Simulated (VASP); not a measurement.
A run of VASP 6.6.1 is set up as follows.

File INCAR:

```
PREC     = Accurate       # precision mode
ENCUT    = 520            # plane-wave cutoff, eV
EDIFF    = 1E-8           # SCF threshold, eV
ISMEAR   = -1             # smearing method
SIGMA    = 0.08           # smearing width, eV
LREAL    = F              # projectors in reciprocal space
LASPH    = T              # aspherical terms in the spheres
NELM     = 80             # most SCF steps
ALGO     = Normal         # electronic algorithm
ISIF     = 2              # what is computed and relaxed
LWAVE    = F              # write WAVECAR
LCHARG   = F              # write CHGCAR
GGA      = PE             # functional
LEFG     = T            
NBANDS   = 12             # bands
```

Contents of KPOINTS:

```
Automatic mesh
0
Gamma
  19 19 19
```

File POSCAR:

```
Cu
1.0
    0.0000000000      1.7892411759      1.7892411759
    1.7892411759      0.0000000000      1.7892411759
    1.7892411759      1.7892411759      0.0000000000
Cu
1
Direct
    0.0000000000      0.0000000000      0.0000000000
```

Potentials or basis: VASP PAW PBE potentials, release 64 (Cu).

The run is started by

```sh
$ cat potpaw_PBE.64/Cu/POTCAR > POTCAR
$ mpirun -np 1 vasp_std > vasp.out
```

Predict the pressure.

7.2 GPa.

Caveat: without QUAD_EFG the Cq values of the log hold for a quadrupole moment of 1 mb, not for the nuclei.
